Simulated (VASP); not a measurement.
# FeO in VASP: notebook

The runs below take FeO through relaxation of cell and atoms, single point, with PBE.

Everything below comes from runs of VASP 6.6.1. Logs are shortened: lines on timing, memory, paths and dates and some standing lists are left out, and cuts for length are marked.

### Step 1. The cell of the first run

It takes space group I4/mmm (No. 139, tetragonal). Conventional cell: a = 3.169 Å, b = 3.169 Å, c = 4.428 Å, α = 90.00°, β = 90.00°, γ = 90.00°. Within 2.9 Å of Fe (site symmetry 4/mmm) lie 6 O at 2.21 to 2.24 Å. Within 2.9 Å of O (site symmetry 4/mmm) lie 6 Fe at 2.21 to 2.24 Å.

### Step 2. Relaxation of cell and atoms, PBE, collinear spin, ferromagnetic start

Input file INCAR:

```
SYSTEM = FeO
PREC = Accurate
ENCUT = 600
EDIFF = 1E-6
ISMEAR = 0
SIGMA = 0.1
LREAL = .False.
LASPH = .True.
NELM = 150
ALGO = Normal
ISIF = 3
LWAVE = .False.
LCHARG = .False.
ISPIN = 2
MAGMOM = 3.84 0.33
LORBIT = 11
LMAXMIX = 4
GGA = PE
IBRION = 2
NSW = 90
EDIFFG = -0.04
```

Input file KPOINTS:

```
Automatic mesh
0
Gamma
  8 8 8
  0 0 0
```

Input file POSCAR:

```
FeO
1.0
   -1.5844614122      1.5844614122      2.2140954250
    1.5844614122     -1.5844614122      2.2140954250
    1.5844614122      1.5844614122     -2.2140954250
Fe O
1 1
Direct
    0.0000000000      0.0000000000      0.0000000000
    0.5000000000      0.5000000000      0.0000000000
```

Potentials or basis: VASP PAW PBE potentials, release 64 (Fe, O).

Launch:

```bash
$ cat potpaw_PBE.64/Fe/POTCAR potpaw_PBE.64/O/POTCAR > POTCAR
$ mpirun -np 1 vasp_std > vasp.out
```

OUTCAR:

```text
SYSTEM = FeO
   PREC = Accurate
   ENCUT = 600
   EDIFF = 1E-6
   ISMEAR = 0
   LREAL = .False.
   LASPH = .True.
   NELM = 150
   ISIF = 3
   ISPIN = 2
   LORBIT = 11
   GGA = PE
   IBRION = 2
   NSW = 90
   EDIFFG = -0.04

 ion  position               nearest neighbor table
   1  0.000  0.000  0.000-   2 2.21   2 2.21   2 2.24   2 2.24   2 2.24   2 2.24
   2  0.500  0.500  0.000-   1 2.21   1 2.21   1 2.24   1 2.24   1 2.24   1 2.24

  LATTYP: Found a body centered tetragonal cell.
 ALAT       =     3.1689228244
 C/A-ratio  =     1.3973804650

  Lattice vectors:

 A1 = (  -1.5844614122,   1.5844614122,   2.2140954250)
 A2 = (   1.5844614122,  -1.5844614122,   2.2140954250)
 A3 = (   1.5844614122,   1.5844614122,  -2.2140954250)

Analysis of symmetry for initial positions (statically):
=====================================================================
 Subroutine PRICEL returns:
 Original cell was already a primitive cell.

 Routine SETGRP: Setting up the symmetry group for a
 body centered tetragonal supercell.

 Subroutine GETGRP returns: Found 16 space group operations
 (whereof 16 operations were pure point group operations)
 out of a pool of 16 trial point group operations.

The static configuration has the point symmetry D_4h.

Analysis of symmetry for dynamics (positions and initial velocities):
=====================================================================
 Subroutine PRICEL returns:
 Original cell was already a primitive cell.

 Routine SETGRP: Setting up the symmetry group for a
 body centered tetragonal supercell.

 Subroutine GETGRP returns: Found 16 space group operations
 (whereof 16 operations were pure point group operations)
 out of a pool of 16 trial point group operations.

The dynamic configuration has the point symmetry D_4h.

Analysis of structural, dynamic, and magnetic symmetry:
=====================================================================
 Subroutine PRICEL returns:
 Original cell was already a primitive cell.

 Routine SETGRP: Setting up the symmetry group for a
 body centered tetragonal supercell.

 Subroutine GETGRP returns: Found 16 space group operations
 (whereof 16 operations were pure point group operations)
 out of a pool of 16 trial point group operations.

The overall configuration has the point symmetry D_4h.

 Subroutine INISYM returns: Found 16 space group operations
 (whereof 16 operations are pure point group operations),
 and found     1 'primitive' translations

----------------------------------------------------------------------------------------

                                     Primitive cell

  volume of cell :      22.2341

  direct lattice vectors                    reciprocal lattice vectors
    -1.584461412  1.584461412  2.214095425     0.000000000  0.315564643  0.225825858
     1.584461412 -1.584461412  2.214095425     0.315564643  0.000000000  0.225825858
     1.584461412  1.584461412 -2.214095425     0.315564643  0.315564643  0.000000000

  length of vectors
     3.150119757  3.150119757  3.150119757     0.388044279  0.388044279  0.446275798

  position of ions in fractional coordinates (direct lattice)
     0.000000000  0.000000000  0.000000000
     0.500000000  0.500000000  0.000000000

  ion indices of the primitive-cell ions
   primitive index   ion index
                 1           1
                 2           2

----------------------------------------------------------------------------------------

 KPOINTS: Automatic mesh

Automatic generation of k-mesh.
 Grid dimensions read from file:
 generate k-points for:    8    8    8

 Generating k-lattice:

  Cartesian coordinates                     Fractional coordinates (reciprocal lattice)
     0.000000000  0.039445580  0.028228232     0.125000000  0.000000000  0.000000000
     0.039445580  0.000000000  0.028228232     0.000000000  0.125000000  0.000000000
     0.039445580  0.039445580  0.000000000     0.000000000  0.000000000  0.125000000

  Length of vectors
     0.048505535  0.048505535  0.055784475

  Shift w.r.t. Gamma in fractional coordinates (k-lattice)
     0.000000000  0.000000000  0.000000000

 Subroutine IBZKPT returns following result:
 ===========================================

 Found     59 irreducible k-points:

 Following reciprocal coordinates:
            Coordinates               Weight
  0.000000  0.000000  0.000000      1.000000
  0.125000  0.000000 -0.000000      8.000000
  0.250000  0.000000 -0.000000      8.000000
  0.375000  0.000000 -0.000000      8.000000
  0.500000  0.000000 -0.000000      4.000000
  0.125000  0.125000 -0.000000      8.000000
[... 16 lines left out ...]
  0.250000  0.125000  0.125000     16.000000
  0.375000  0.125000  0.125000      8.000000
 [... further k-points ...]
   k-points           NKPTS =     59   k-points in BZ     NKDIM =     59   number of bands    NBANDS=     13
   number of dos      NEDOS =    301   number of ions     NIONS =      2
   total plane-waves  NPLWV =  21952
   dimension x,y,z NGX =    28 NGY =   28 NGZ =   28
   dimension x,y,z NGXF=    56 NGYF=   56 NGZF=   56
   ions per type =               1   1
   NGX,Y,Z   is equivalent  to a cutoff of  14.78, 14.78, 14.78 a.u.
   NGXF,Y,Z  is equivalent  to a cutoff of  29.55, 29.55, 29.55 a.u.
 SYSTEM =  FeO
   PREC   = accura    normal or accurate (medium, high low for compatibility)
   ISTART =      0    job   : 0-new  1-cont  2-samecut
   ICHARG =      2    charge: 1-file 2-atom 10-const
   ISPIN  =      2    spin polarized calculation?
   LNONCOLLINEAR =      F non collinear calculations
   LSORBIT =      F    spin-orbit coupling
   LASPH  =      T    aspherical Exc in radial PAW
   ENCUT  =  600.0 eV  44.10 Ry    6.64 a.u.   6.29  6.29  6.29*2*pi/ulx,y,z
   NELM   =    150;   NELMIN=  2; NELMDL= -5     # of ELM steps
   EDIFF  = 0.1E-05   stopping-criterion for ELM
   LREAL  =      F    real-space projection
   EDIFFG = -.4E-01   stopping-criterion for IOM
   NSW    =     90    number of steps for IOM
   IBRION =      2    ionic relax: 0-MD 1-quasi-New 2-CG
   NFREE  =      1    steps in history (QN), initial steepest desc. (CG)
   ISIF   =      3    stress and relaxation
   ISYM   =      2    0-nonsym 1-usesym 2-fastsym
   POTIM  = 0.5000    time-step for ionic-motion
   TEBEG  =    0.0;   TEEND  =   0.0 temperature during run
   PSTRESS=    0.0 pullay stress
   NELECT =      14.0000    total number of electrons
   NUPDOWN=      -1.0000    fix difference up-down
   EMIN   =  10.00;   EMAX   =-10.00  energy-range for DOS
   EFERMI =   0.00;   METHOD = LEGACY
   ISMEAR =     0;   SIGMA  =   0.10  broadening in eV -4-tet -1-fermi 0-gaus
   EFERMI_NEDOS =   21; number of points for ismear=-14 and -15
   IALGO  =     38    algorithm
   IMIX   =      4    mixing-type and parameters
     AMIX     =   0.40;   BMIX     =  1.00
     AMIX_MAG =   1.60;   BMIX_MAG =  1.00
  volume/ion in A,a.u.               =      11.12        75.02
  Fermi-wavevector in a.u.,A,eV,Ry     =   1.403172  2.651611 26.788403  1.968892
  Thomas-Fermi vector in A             =   2.525861
   LORBIT       =     11    0 simple, 1 ext, 2 COOP (PROOUT), +10 PAW based schemes
   GGA     = PE    functional components
   LHFCALC =     F    Hartree Fock is set to
   AEXX    =    0.0000 exact exchange contribution
   IVDW    =     0    specifies the selected vdW correction
   LEPSILON=     F    determine dielectric tensor
   LRPA    =     F    only Hartree local field effects (RPA)
 conjugate gradient relaxation of ions
 spin polarized calculation
 Gauss-broadening in eV      SIGMA  =   0.10
  energy-cutoff  :      600.00
  volume of cell :       22.23
 maximum number of plane-waves:       753
 NGX is ok and might be reduce to    28

--------------------------------------- Ionic step        1  -------------------------------------------

 number of electron      13.9999998 magnetization       4.0026142

 Free energy of the ion-electron system (eV)
  ---------------------------------------------------
  ext. energy  EPLUGINS =         0.00000000
  ---------------------------------------------------
  free energy    TOTEN  =       -14.81848635 eV

  energy without entropy =      -14.80836395  energy(sigma->0) =      -14.81342515

------------------------ aborting loop because EDIFF is reached ----------------------------------------

  FORCE on cell =-STRESS in cart. coord.  units (eV):
  Direction    XX          YY          ZZ          XY          YZ          ZX
  --------------------------------------------------------------------------------------
  -------------------------------------------------------------------------------------
  Total       -2.1830751     -2.1830751     -2.1660452      0.0000000     -0.0000000      0.0000000
  in kB     -157.3111807   -157.3111807   -156.0840150      0.0000000     -0.0000000      0.0000000
  external PRESSURE =    -156.9021255 kB  Pullay stress =       0.0000000 kB
[... 129 lines left out ...]
  energy  without entropy=      -14.9298277915  energy(sigma->0) =      -14.93428629

--------------------------------------- Ionic step        5  -------------------------------------------

 number of electron      14.0000000 magnetization       4.0004516

 Free energy of the ion-electron system (eV)
  ---------------------------------------------------
  ext. energy  EPLUGINS =         0.00000000
  ---------------------------------------------------
  free energy    TOTEN  =       -14.93903956 eV

  energy without entropy =      -14.93000511  energy(sigma->0) =      -14.93452233

 E-fermi :   6.2186     XC(G=0): -12.1667

 val. band max:        6.2077352573   @ k =   0.3750   0.2500  -0.0000
 cond. band min:       6.2495802593   @ k =   0.2500   0.2500   0.1250
 fundamental gap:      0.0418450020
 Fermi energy:         6.2185599325

 spin component 1

 k-point     1 :       0.0000    0.0000    0.0000
  band No.  band energies     occupation
      1     -14.5195      1.00000
      2       2.3216      1.00000
      3       2.3216      1.00000
      4       2.3636      1.00000
      5       2.3952      1.00000
      6       2.4140      1.00000
      7       2.4140      1.00000
      8       2.5205      1.00000
      9       2.5424      1.00000
     10       6.3031      0.11582
     11      21.6780      0.00000
     12      23.2467      0.00000
     13      23.2467      0.00000
[... 353 lines left out ...]
 k-point    24 :       0.3750    0.1250    0.1250
  band No.  band energies     occupation
      1     -13.3096      1.00000
      2      -1.8325      1.00000
      3      -0.4867      1.00000
      4      -0.2557      1.00000
      5       2.9698      1.00000
      6       3.1432      1.00000
      7       3.5943      1.00000
      8       4.5400      1.00000
      9       5.3179      1.00000
     10      12.4839      0.00000
     11      14.2486      0.00000
     12      16.3543      0.00000
     13      19.3642      0.00000

 [... further k-points ...]

 spin component 2

 k-point     1 :       0.0000    0.0000    0.0000
  band No.  band energies     occupation
      1     -13.9864      1.00000
      2       2.9470      1.00000
      3       2.9759      1.00000
      4       2.9759      1.00000
      5       5.4642      1.00000
      6       5.4642      1.00000
      7       5.4940      1.00000
      8       6.3925      0.00696
      9       6.4039      0.00438
     10       7.1123      0.00000
     11      21.6320      0.00000
     12      24.1312      0.00000
     13      24.1423      0.00000
[... 397 lines left out ...]
  FREE ENERGIE OF THE ION-ELECTRON SYSTEM (eV)
  ---------------------------------------------------
  free  energy   TOTEN  =       -14.9390395557 eV

  energy  without entropy=      -14.9300051140  energy(sigma->0) =      -14.93452233

 reached required accuracy - stopping structural energy minimisation

 total charge

# of ion       s       p       d       tot
------------------------------------------
    1        0.288   0.359   6.087   6.733
    2        1.552   3.441   0.000   4.993
--------------------------------------------------
tot          1.840   3.799   6.087  11.726

 magnetization (x)

# of ion       s       p       d       tot
------------------------------------------
    1        0.027   0.021   3.570   3.619
    2        0.030   0.271   0.000   0.302
--------------------------------------------------
tot          0.057   0.293   3.570   3.920
```

Wall time 2.3 min (1 thread of Intel Xeon Platinum 8488C (Sapphire Rapids), shared host); peak memory 0.2 GiB.

What came out:

```yaml
Free_energy: -14.9390 eV
Relaxed_volume: 10.01 Å³/atom
Relaxed_cell: a = 3.043 Å, b = 3.043 Å, c = 3.043 Å, α = 119.73°, β = 119.73°, γ = 90.48°
Space_group_after_relaxing_to_0.1_Å: Fm-3m (No. 225)
Energy_gained_by_relaxing: 60.3 meV/atom
Ionic_steps: 5
Pressure_after_relaxing: -0.3 GPa
Band_gap_on_the_k_mesh: zero (filled and empty bands overlap)
Net_moment: 4.00 μB per cell
Site_moments: Fe +3.62; O +0.30 μB
Valence_electrons_inside_the_program's_atomic_spheres: Fe 6.73; O 4.99
```

Step by step:
```
step  energy change (eV)  largest force (eV/Å)  pressure (GPa)  volume (Å³)
   1              0.0000                0.0000          -15.69        22.23
   2             -0.0823                0.0000           11.86        18.91
   3             -0.1203                0.0000           -0.10        20.00
   4             -0.1203                0.0000            0.31        19.96
   5             -0.1206                0.0000           -0.25        20.01
```

Final structure:
```
CELL_PARAMETERS angstrom
-1.52796 1.52796 2.14296
1.52796 -1.52796 2.14296
1.52796 1.52796 -2.14296
ATOMIC_POSITIONS crystal
Fe 0.00000 0.00000 0.00000
O 0.50000 0.50000 0.00000
```

Caveat: a cell with one magnetic atom can't hold antiferromagnetic order, which such compounds often take; semilocal functionals often make such compounds metallic where correlation or magnetic order opens a gap, which also shifts bond lengths. With open d or f shells a metallic result of PBE can be an artefact of self-interaction; +U or a hybrid may open a gap.

### Step 3. Single point, PBE, collinear spin, ferromagnetic start

This run uses another cell than the first one: it holds 4 atoms, not 2.

Input file INCAR:

```
SYSTEM = FeO
PREC = Accurate ; ENCUT = 520
EDIFF = 1E-7 ; ISMEAR = 0
SIGMA = 0.1 ; LREAL = .FALSE.
LASPH = .TRUE. ; NELM = 150
ALGO = Normal ; ISIF = 2
LWAVE = .FALSE. ; LCHARG = .FALSE.
ISPIN = 2 ; MAGMOM = 3.74 3.74 0.34 0.34
LORBIT = 11 ; LMAXMIX = 4
GGA = PE ; NBANDS = 26
```

Input file KPOINTS:

```
Automatic mesh
0
G
  6 6 4
  0 0 0
```

Input file POSCAR:

```
FeO
1.0
    2.6379333751     -1.5304314031     -0.1073950770
    2.6379333751      1.5304314031     -0.1073950770
   -1.5624329850      0.0000000000      5.0277945598
Fe O
2 2
Direct
    0.5000000000      0.5000000000      0.5000000000
    0.0000000000      0.0000000000      0.0000000000
    0.7500000000      0.7500000000      0.2500000000
    0.2500000000      0.2500000000      0.7500000000
```

Potentials or basis: VASP PAW PBE potentials, release 64 (Fe, O).

Launch:

```bash
$ cat potpaw_PBE.64/Fe/POTCAR potpaw_PBE.64/O/POTCAR > POTCAR
$ mpirun -np 1 vasp_std > vasp.out
```

It took 42 s on 1 thread of Intel Xeon 6975P-C (Granite Rapids), shared host; peak memory 0.21 GiB.

The run converged. Its results:

| Item | Value |
| --- | --- |
| Free energy | -29.8604 eV |
| Pressure | -0.2 GPa |
| Band gap on the k mesh | zero (filled and empty bands overlap) |
| Net moment | 8.00 μB per cell |
| Site moments | Fe +3.62; O +0.30 μB |
| Valence electrons inside the program's atomic spheres | Fe 6.73; O 4.99 |

Stress tensor (GPa, compression positive):
```
-0.08  0.00 -0.05
 0.00 -0.33  0.00
-0.05  0.00 -0.26
```

Levels at points of the mesh, in eV from the Fermi level:
Spin up:
```
           k point  band 14  band 15  band 16  band 17  band 18  band 19  band 20  band 21  band 22  band 23
(0.00, 0.00, 0.00)    -3.07    -3.06    -2.48    -0.34    -0.33     0.09     4.05     8.53    12.43    12.50
(0.50, 0.00, 0.00)    -2.65    -1.76    -1.76    -1.59    -1.59     6.09     6.09     8.43     8.43    10.05
(0.50, 0.50, 0.00)    -2.79    -2.79    -2.50    -0.34    -0.34     4.07     5.28     8.48     8.75    10.75
(0.00, 0.00, 0.50)    -3.08    -1.43    -1.43    -1.42    -1.42     2.76     2.76    10.64    10.64    14.62
(0.50, 0.00, 0.50)    -2.81    -2.79    -2.51    -0.36    -0.33     4.11     5.28     8.42     8.73    10.77
(0.50, 0.50, 0.50)    -2.64    -1.74    -1.74    -1.60    -1.60     6.08     6.08     8.45     8.45    10.03
```
Spin down:
| k point | band 6 | band 7 | band 8 | band 9 | band 10 | band 11 | band 12 | band 13 | band 14 | band 15 |
| --- | --- | --- | --- | --- | --- | --- | --- | --- | --- | --- |
| (0.00, 0.00, 0.00) | -3.26 | -3.24 | -3.21 | -0.75 | -0.73 | -0.72 | 0.18 | 0.20 | 0.39 | 0.41 |
| (0.50, 0.00, 0.00) | -5.53 | -4.82 | -4.82 | -0.70 | -0.70 | 0.55 | 0.55 | 0.63 | 0.63 | 1.69 |
| (0.50, 0.50, 0.00) | -5.12 | -4.45 | -4.37 | -2.10 | 0.38 | 0.39 | 0.60 | 0.72 | 0.72 | 0.74 |
| (0.00, 0.00, 0.50) | -4.42 | -4.40 | -4.40 | -0.23 | -0.23 | -0.18 | -0.18 | -0.16 | -0.16 | 1.62 |
| (0.50, 0.00, 0.50) | -5.10 | -4.42 | -4.39 | -2.11 | 0.37 | 0.39 | 0.59 | 0.72 | 0.73 | 0.75 |
| (0.50, 0.50, 0.50) | -5.53 | -4.85 | -4.85 | -0.69 | -0.69 | 0.55 | 0.55 | 0.63 | 0.63 | 1.71 |

Caveat: the k points lie up to 0.40 Å⁻¹ apart, too coarse for converged energies and pressures of a metal; semilocal functionals often make such compounds metallic where correlation or magnetic order opens a gap, which also shifts bond lengths; only a ferromagnetic start was run, and an antiferromagnetic order may lie lower in energy. With open d or f shells a metallic result of PBE can be an artefact of self-interaction; +U or a hybrid may open a gap.
